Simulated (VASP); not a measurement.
# Au (Im-3m) in VASP: single point with LDA

Aim: the single point of Au with LDA.

Program: VASP 6.6.1. These are calculated values, not measurements. Logs are shortened: lines on timing, memory, paths and dates and some standing lists are left out, and cuts for length are marked.

## 1. The cell of the first run

The structure is cubic, space group Im-3m (No. 229). Conventional cell: a = 3.315 Å, b = 3.315 Å, c = 3.315 Å, α = 90.00°, β = 90.00°, γ = 90.00°. Within 3.8 Å of Au (site symmetry m-3m) lie 14 Au at 2.87 to 3.31 Å.

This isn't the form of Au at room conditions, which is fcc.

## 2. Single point, LDA

Input file INCAR:

```
PREC = Accurate
ENCUT = 520
EDIFF = 1E-6
ISMEAR = 0
SIGMA = 0.15
LREAL = False
LASPH = True
NELM = 100
ALGO = Normal
ISIF = 2
LWAVE = False
LCHARG = False
GGA = CA
NBANDS = 18
```

Input file KPOINTS:

```
regular mesh
0
Gamma
  14 14 14
```

Input file POSCAR:

```
Au
1.0
    0.0000000000     -3.3145380000      0.0000000000
   -3.3145380000      0.0000000000      0.0000000000
    0.0000000000      0.0000000000     -3.3145380000
Au
2
Direct
    0.5000000000      0.5000000000      0.5000000000
    0.0000000000      0.0000000000      0.0000000000
```

Potentials or basis: VASP PAW LDA potentials, release 64 (Au).

Launch:

```bash
> cat potpaw_LDA.64/Au/POTCAR > POTCAR
> mpirun -np 1 vasp_std > vasp.out
```

OUTCAR:

```text
PREC = Accurate
   ENCUT = 520
   EDIFF = 1E-6
   ISMEAR = 0
   LREAL = False
   LASPH = True
   NELM = 100
   ISIF = 2
   GGA = CA

 ion  position               nearest neighbor table
   1  0.500  0.500  0.500-   2 2.87   2 2.87   2 2.87   2 2.87   2 2.87   2 2.87   2 2.87   2 2.87

   2  0.000  0.000  0.000-   1 2.87   1 2.87   1 2.87   1 2.87   1 2.87   1 2.87   1 2.87   1 2.87

  LATTYP: Found a simple cubic cell.
 ALAT       =     3.3145380000

  Lattice vectors:

 A1 = (   0.0000000000,  -3.3145380000,   0.0000000000)
 A2 = (  -3.3145380000,   0.0000000000,   0.0000000000)
 A3 = (   0.0000000000,   0.0000000000,  -3.3145380000)

Analysis of symmetry for initial positions (statically):
=====================================================================
 Subroutine PRICEL returns following result:

  LATTYP: Found a body centered cubic cell.
 ALAT       =     3.3145380000

  Lattice vectors:

 A1 = (  -1.6572690000,  -1.6572690000,   1.6572690000)
 A2 = (  -1.6572690000,   1.6572690000,  -1.6572690000)
 A3 = (   1.6572690000,  -1.6572690000,  -1.6572690000)

   2 primitive cells build up your supercell.

 Routine SETGRP: Setting up the symmetry group for a
 simple cubic supercell.

 Subroutine GETGRP returns: Found 48 space group operations
 (whereof 48 operations were pure point group operations)
 out of a pool of 48 trial point group operations.

The static configuration has the point symmetry O_h .

Analysis of symmetry for dynamics (positions and initial velocities):
=====================================================================
 Subroutine PRICEL returns following result:

  LATTYP: Found a body centered cubic cell.
 ALAT       =     3.3145380000

  Lattice vectors:

 A1 = (  -1.6572690000,  -1.6572690000,   1.6572690000)
 A2 = (  -1.6572690000,   1.6572690000,  -1.6572690000)
 A3 = (   1.6572690000,  -1.6572690000,  -1.6572690000)

   2 primitive cells build up your supercell.

 Routine SETGRP: Setting up the symmetry group for a
 simple cubic supercell.

 Subroutine GETGRP returns: Found 48 space group operations
 (whereof 48 operations were pure point group operations)
 out of a pool of 48 trial point group operations.

The dynamic configuration has the point symmetry O_h .

 Subroutine INISYM returns: Found 48 space group operations
 (whereof 48 operations are pure point group operations),
 and found     2 'primitive' translations

----------------------------------------------------------------------------------------

                                     Primitive cell

  volume of cell :      18.2070

  direct lattice vectors                    reciprocal lattice vectors
    -1.657269000 -1.657269000  1.657269000    -0.301701172 -0.301701172  0.000000000
    -1.657269000  1.657269000 -1.657269000    -0.301701172  0.000000000 -0.301701172
     1.657269000 -1.657269000 -1.657269000     0.000000000 -0.301701172 -0.301701172

  length of vectors
     2.870474110  2.870474110  2.870474110     0.426669890  0.426669890  0.426669890

  position of ions in fractional coordinates (direct lattice)
     1.000000000  1.000000000  1.000000000

  ion indices of the primitive-cell ions
   primitive index   ion index
                 1           1

----------------------------------------------------------------------------------------

 KPOINTS: regular mesh

Automatic generation of k-mesh.
 Grid dimensions read from file:
 generate k-points for:   14   14   14

 Generating k-lattice:

  Cartesian coordinates                     Fractional coordinates (reciprocal lattice)
     0.000000000 -0.021550084  0.000000000     0.071428571  0.000000000  0.000000000
    -0.021550084  0.000000000  0.000000000     0.000000000  0.071428571  0.000000000
     0.000000000  0.000000000 -0.021550084     0.000000000  0.000000000  0.071428571

  Length of vectors
     0.021550084  0.021550084  0.021550084

  Shift w.r.t. Gamma in fractional coordinates (k-lattice)
     0.000000000  0.000000000  0.000000000

 Subroutine IBZKPT returns following result:
 ===========================================

 Found    120 irreducible k-points:

 Following reciprocal coordinates:
            Coordinates               Weight
  0.000000  0.000000  0.000000      1.000000
  0.071429  0.000000  0.000000      6.000000
  0.142857  0.000000  0.000000      6.000000
  0.214286  0.000000  0.000000      6.000000
  0.285714  0.000000  0.000000      6.000000
  0.357143  0.000000  0.000000      6.000000
[... 16 lines left out ...]
  0.285714  0.214286  0.000000     24.000000
  0.357143  0.214286  0.000000     24.000000
 [... further k-points ...]
   k-points           NKPTS =    120   k-points in BZ     NKDIM =    120   number of bands    NBANDS=     18
   number of dos      NEDOS =    301   number of ions     NIONS =      2
   total plane-waves  NPLWV =  21952
   dimension x,y,z NGX =    28 NGY =   28 NGZ =   28
   dimension x,y,z NGXF=    56 NGYF=   56 NGZF=   56
   ions per type =               2
   NGX,Y,Z   is equivalent  to a cutoff of  14.04, 14.04, 14.04 a.u.
   NGXF,Y,Z  is equivalent  to a cutoff of  28.09, 28.09, 28.09 a.u.
 SYSTEM =  unknown system
   PREC   = accura    normal or accurate (medium, high low for compatibility)
   ISTART =      0    job   : 0-new  1-cont  2-samecut
   ICHARG =      2    charge: 1-file 2-atom 10-const
   ISPIN  =      1    spin polarized calculation?
   LNONCOLLINEAR =      F non collinear calculations
   LSORBIT =      F    spin-orbit coupling
   LASPH  =      T    aspherical Exc in radial PAW
   ENCUT  =  520.0 eV  38.22 Ry    6.18 a.u.   6.16  6.16  6.16*2*pi/ulx,y,z
   NELM   =    100;   NELMIN=  2; NELMDL= -5     # of ELM steps
   EDIFF  = 0.1E-05   stopping-criterion for ELM
   LREAL  =      F    real-space projection
   EDIFFG = 0.1E-04   stopping-criterion for IOM
   NSW    =      0    number of steps for IOM
   IBRION =     -1    ionic relax: 0-MD 1-quasi-New 2-CG
   NFREE  =      0    steps in history (QN), initial steepest desc. (CG)
   ISIF   =      2    stress and relaxation
   ISYM   =      2    0-nonsym 1-usesym 2-fastsym
   POTIM  = 0.5000    time-step for ionic-motion
   TEBEG  =    0.0;   TEEND  =   0.0 temperature during run
   PSTRESS=    0.0 pullay stress
   NELECT =      22.0000    total number of electrons
   NUPDOWN=      -1.0000    fix difference up-down
   EMIN   =  10.00;   EMAX   =-10.00  energy-range for DOS
   EFERMI =   0.00;   METHOD = LEGACY
   ISMEAR =     0;   SIGMA  =   0.15  broadening in eV -4-tet -1-fermi 0-gaus
   EFERMI_NEDOS =   21; number of points for ismear=-14 and -15
   IALGO  =     38    algorithm
   IMIX   =      4    mixing-type and parameters
     AMIX     =   0.40;   BMIX     =  1.00
     AMIX_MAG =   1.60;   BMIX_MAG =  1.00
  volume/ion in A,a.u.               =      18.21       122.87
  Fermi-wavevector in a.u.,A,eV,Ry     =   1.383968  2.615320 26.060157  1.915367
  Thomas-Fermi vector in A             =   2.508516
   LORBIT       =      0    0 simple, 1 ext, 2 COOP (PROOUT), +10 PAW based schemes
   GGA     = CA    functional components
   LHFCALC =     F    Hartree Fock is set to
   AEXX    =    0.0000 exact exchange contribution
   IVDW    =     0    specifies the selected vdW correction
   LEPSILON=     F    determine dielectric tensor
   LRPA    =     F    only Hartree local field effects (RPA)
 non-spin polarized calculation
 Gauss-broadening in eV      SIGMA  =   0.15
  energy-cutoff  :      520.00
  volume of cell :       36.41
 maximum number of plane-waves:       996
 NGX is ok and might be reduce to    28
   NGX = 13   NGY = 13   NGZ = 13

 number of electron      22.0000001 magnetization

 Free energy of the ion-electron system (eV)
  ---------------------------------------------------
  ext. energy  EPLUGINS =         0.00000000
  ---------------------------------------------------
  free energy    TOTEN  =        -8.71323230 eV

  energy without entropy =       -8.70824100  energy(sigma->0) =       -8.71073665

 E-fermi :   8.2054     XC(G=0): -12.6057

 val. band max:        8.1975925179   @ k =   0.4286   0.2857   0.0000
 cond. band min:       8.2253460113   @ k =   0.3571   0.0714   0.0714
 fundamental gap:      0.0277534934
 Fermi energy:         8.2054058042

 k-point     1 :       0.0000    0.0000    0.0000
  band No.  band energies     occupation
      1      -1.0201      2.00000
      2       1.9371      2.00000
      3       1.9371      2.00000
      4       3.6688      2.00000
      5       3.6688      2.00000
      6       3.6688      2.00000
[... 10 lines left out ...]
     17      23.5752      0.00000
     18      24.6576      0.00000

 k-point     2 :       0.0714    0.0000    0.0000
  band No.  band energies     occupation
      1      -0.9309      2.00000
      2       1.9745      2.00000
      3       1.9890      2.00000
      4       3.6721      2.00000
      5       3.6721      2.00000
      6       3.6990      2.00000
[... 10 lines left out ...]
     17      23.7387      0.00000
     18      24.5780      0.00000

 k-point     3 :       0.1429    0.0000    0.0000
  band No.  band energies     occupation
      1      -0.6666      2.00000
      2       2.0856      2.00000
      3       2.1357      2.00000
      4       3.6855      2.00000
      5       3.6855      2.00000
      6       3.7890      2.00000
[... 10 lines left out ...]
     17      24.3334      0.00000
     18      24.3356      0.00000

 k-point     4 :       0.2143    0.0000    0.0000
  band No.  band energies     occupation
      1      -0.2383      2.00000
      2       2.2671      2.00000
      3       2.3476      2.00000
      4       3.7171      2.00000
      5       3.7171      2.00000
      6       3.9358      2.00000
[... 375 lines left out ...]
      4       3.2629      2.00000
      5       3.7391      2.00000
      6       4.6022      2.00000
[... 10 lines left out ...]
     17      23.5619      0.00000
     18      25.4672      0.00000

 k-point    23 :       0.2857    0.2143    0.0000
  band No.  band energies     occupation
      1       0.8415      2.00000
      2       2.4718      2.00000
      3       3.1030      2.00000
      4       3.1830      2.00000
      5       3.8401      2.00000
      6       4.2011      2.00000
[... 10 lines left out ...]
     17      22.9489      0.00000
     18      25.5821      0.00000

 k-point    24 :       0.3571    0.2143    0.0000
  band No.  band energies     occupation
      1       1.2907      2.00000
      2       2.4317      2.00000
      3       3.1678      2.00000
      4       3.3957      2.00000
      5       3.8511      2.00000
      6       3.9804      2.00000
[... 10 lines left out ...]
     17      22.3722      0.00000
     18      24.2141      0.00000

 [... further k-points ...]

------------------------ aborting loop because EDIFF is reached ----------------------------------------

  FORCE on cell =-STRESS in cart. coord.  units (eV):
  Direction    XX          YY          ZZ          XY          YZ          ZX
  --------------------------------------------------------------------------------------
  -------------------------------------------------------------------------------------
  Total       -2.9710080     -2.9710080     -2.9710080     -0.0000000      0.0000000     -0.0000000
  in kB     -130.7210087   -130.7210087   -130.7210087     -0.0000000      0.0000000     -0.0000000
  external PRESSURE =    -130.7210087 kB  Pullay stress =       0.0000000 kB

 VOLUME and BASIS-vectors are now :
 -----------------------------------------------------------------------------
  energy-cutoff  :      520.00
  volume of cell :       36.41
      direct lattice vectors                 reciprocal lattice vectors
     0.000000000 -3.314538000  0.000000000     0.000000000 -0.301701172  0.000000000
    -3.314538000  0.000000000  0.000000000    -0.301701172  0.000000000  0.000000000
     0.000000000  0.000000000 -3.314538000     0.000000000  0.000000000 -0.301701172

 POSITION                                       TOTAL-FORCE (eV/Angst)
 -----------------------------------------------------------------------------------
     -1.65727     -1.65727     -1.65727         0.000000     -0.000000     -0.000000
      0.00000      0.00000      0.00000        -0.000000      0.000000      0.000000
 -----------------------------------------------------------------------------------
    total drift:                               -0.000000     -0.000000     -0.000000

  FREE ENERGIE OF THE ION-ELECTRON SYSTEM (eV)
  ---------------------------------------------------
  free  energy   TOTEN  =        -8.7132322997 eV

  energy  without entropy=       -8.7082409976  energy(sigma->0) =       -8.71073665
```

Wall time 33 s (1 thread of Intel Xeon Platinum 8559C (Emerald Rapids), shared host); peak memory 0.19 GiB.

What came out:

```yaml
Free_energy: -8.7132 eV
Pressure: -13.1 GPa
Band_gap_on_the_k_mesh: zero (bands 11 and 12 overlap by 4.69 eV)
```

Caveat: the cell stands under tension; spin-orbit coupling is left out, which moves the levels of the heavy elements.
